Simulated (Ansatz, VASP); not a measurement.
# One calculation of MgRe3, two programs

```xyz
4
Lattice="3.9401 0.0000 0.0000 0.0000 3.9401 0.0000 0.0000 0.0000 3.9401" Properties=species:S:1:pos:R:3 pbc="T T T"
Mg    0.0000    0.0000    0.0000
Re    0.0000    1.9700    1.9700
Re    1.9700    0.0000    1.9700
Re    1.9700    1.9700    0.0000
```

Alike in both runs: functional PBE; k mesh 12 × 12 × 12; occupations gaussian, width 0.1 eV; no spin polarisation.

Ansatz relaxed the structure, and its values are those at the end. VASP's run is a single point on that final structure, the one shown.

```csv
,VASP,Ansatz
version,VASP 6.6.1,Ansatz 0.2.0
potentials or method,"VASP PAW PBE potentials, release 64 (Mg, Re), cutoff 520 eV","scalar-relativistic, plane waves, PAW"
valence electrons in the cell,23,55
```

VASP gave:

```
gap on the k mesh at the Fermi level (eV) : none
pressure (GPa)                            : -0.3
```

Task: What did Ansatz give for the same quantities?

Result: gap on the k mesh at the Fermi level (eV): none; pressure (GPa): 0.0.

A gap of «none» marks a metal or a gap that the smearing closes. With one functional, cell and mesh, what is left measures potentials, basis and numerics. VASP's potentials hold 23 valence electrons a cell and Ansatz's 55, so a difference there can come from the potentials and not from the codes.

Neither program's run includes spin-orbit coupling.
